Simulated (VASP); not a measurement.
# Pt: single point with PBEsol

Pt:

```
Pt
1.0
     0.00000    1.86654    1.86654
     1.86654    0.00000    1.86654
     1.86654    1.86654    0.00000
Pt
1
Direct
  0.00000 0.00000 0.00000
```

```json
{"Program": "VASP 6.6.1", "Task": "single point", "Functional": "PBEsol", "Potentials or basis": "VASP PAW PBE potentials, release 64 (Pt)", "Cutoff": "520 eV", "k mesh": "22 × 22 × 22", "Occupations": "gaussian, width 0.15 eV", "Spin": "collinear spin", "Starting moments": "[0.1] μB", "Fixed moment": "0.1 μB"}
```

* Pressure: 61.3 GPa
* Net moment: 0.10 μB per cell
* Site moments: Pt +0.10 μB
* Valence electrons inside the program's atomic spheres: Pt 9.76

It took 59 s on 1 thread of AMD EPYC 9R45 96-Core Processor (Zen 5), on a shared host, peak memory 0.18 GiB.

Caveat: the cell stands under pressure; the PAW data sets were made with another functional, which shifts forces and pressure a little; the total moment is fixed, so each spin has its own Fermi level.
